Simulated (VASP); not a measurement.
**Al32O (a cell with a defect): single point with PBEsol**

Al32O (a cell with a defect):

```
Al O
1.0
     8.10000    0.00000    0.00000
     0.00000    8.10000    0.00000
     0.00000    0.00000    8.10000
Al O
32 1
Direct
  0.50431 0.99806 0.00100
  0.74742 0.24616 0.99892
  0.75114 0.99835 0.24864
  0.99968 0.00106 0.00011
  0.25324 0.24936 0.00328
  0.50388 0.49984 0.00292
  0.74693 0.75356 0.99839
  0.25096 0.99806 0.25435
  0.50233 0.24574 0.25237
  0.74048 0.49779 0.25932
  0.49860 0.99835 0.50118
  0.74743 0.24574 0.49747
  0.74545 0.99806 0.74884
  0.97442 0.50614 0.02543
  0.25509 0.75903 0.00513
  0.00087 0.24615 0.25237
  0.25288 0.49984 0.25392
  0.50196 0.75201 0.25200
  0.99880 0.99806 0.49549
  0.24888 0.24616 0.49746
  0.50928 0.49779 0.49052
  0.74779 0.75201 0.49783
  0.25007 0.00105 0.74972
  0.50233 0.24614 0.75091
  0.74586 0.49984 0.74692
  0.00141 0.75359 0.25287
  0.99688 0.49984 0.49590
  0.24835 0.75356 0.49697
  0.99652 0.24938 0.74656
  0.27539 0.50613 0.72446
  0.50283 0.75358 0.75145
  0.99466 0.75902 0.74471
  0.12481 0.43176 0.87485
```

```json
{
 "Program": "VASP 6.6.1",
 "Task": "single point",
 "Functional": "PBEsol",
 "Potentials or basis": "VASP PAW PBE potentials, release 64 (Al, O)",
 "Cutoff": "520 eV",
 "k mesh": "2 × 2 × 2",
 "Occupations": "fermi-dirac, width 0.15 eV",
 "Spin": "no spin polarisation"
}
```

| Quantity | Value |
| --- | --- |
| Pressure | -0.6 GPa |
| Largest force | 1.647 eV/Å |
| Band gap on the k mesh | zero (bands 51 and 52 overlap by 0.89 eV) |

Forces in eV/Å, atoms in the order of the input:
```
Al  -0.014 -0.011 -0.017
Al  -0.012  0.047  0.015
Al  -0.006  0.004  0.006
Al   0.011  0.075 -0.013
Al  -0.036  0.178 -0.036
Al   0.021  0.048  0.007
Al  -0.024  0.048 -0.003
Al  -0.017 -0.011 -0.014
Al   0.020  0.017  0.020
Al   0.052 -0.008 -0.053
Al   0.006  0.004 -0.006
Al  -0.019  0.017 -0.019
Al   0.015 -0.011  0.016
Al   0.121  0.211 -0.122
Al  -0.038  0.060 -0.038
Al  -0.015  0.047  0.013
Al   0.007  0.048  0.021
Al  -0.001  0.024 -0.001
Al   0.016 -0.011  0.015
Al   0.015  0.047 -0.012
Al  -0.053 -0.008  0.052
Al   0.001  0.023  0.001
Al  -0.013  0.075  0.011
Al   0.013  0.047 -0.015
Al  -0.021  0.047 -0.005
Al   0.004  0.048  0.024
Al  -0.005  0.047 -0.021
Al  -0.003  0.048 -0.024
Al   0.036  0.179  0.036
Al  -0.122  0.211  0.121
Al   0.024  0.048  0.004
Al   0.038  0.060  0.038
O    0.001 -1.647  0.001
```

Stress tensor (GPa, compression positive):
```
-0.44  0.00 -0.08
 0.00 -0.98  0.00
-0.08  0.00 -0.44
```

Levels at points of the mesh, in eV from the Fermi level:
| k point | band 47 | band 48 | band 49 | band 50 | band 51 | band 52 | band 53 | band 54 | band 55 | band 56 |
| --- | --- | --- | --- | --- | --- | --- | --- | --- | --- | --- |
| (0.00, 0.00, 0.00) | -0.48 | -0.19 | 0.25 | 0.26 | 0.38 | 0.44 | 0.45 | 0.70 | 0.84 | 1.25 |
| (0.50, 0.00, 0.00) | -0.49 | -0.41 | -0.21 | -0.16 | -0.13 | -0.07 | -0.02 | 0.07 | 0.44 | 1.16 |
| (0.00, 0.50, 0.00) | -0.55 | -0.50 | -0.19 | -0.12 | -0.12 | -0.09 | 0.10 | 0.15 | 0.23 | 1.21 |
| (0.50, 0.50, 0.00) | -0.69 | -0.31 | -0.18 | -0.16 | 0.08 | 0.60 | 0.97 | 1.01 | 1.03 | 1.05 |
| (0.50, 0.00, 0.50) | -0.75 | -0.36 | -0.19 | -0.10 | 0.02 | 0.59 | 0.97 | 1.01 | 1.03 | 1.04 |
| (0.50, 0.50, 0.50) | -0.56 | -0.55 | -0.55 | -0.54 | -0.53 | -0.51 | -0.48 | -0.47 | -0.45 | -0.41 |

It took 5.5 min on 1 thread of Intel(R) Xeon(R) Platinum 8259CL CPU @ 2.50GHz (Skylake/Cascade Lake), with other jobs on the host, peak memory 0.54 GiB.

Caveat: the k points lie up to 0.39 Å⁻¹ apart, too coarse for converged energies and pressures of a metal; the PAW data sets were made with another functional, which shifts forces and pressure a little.
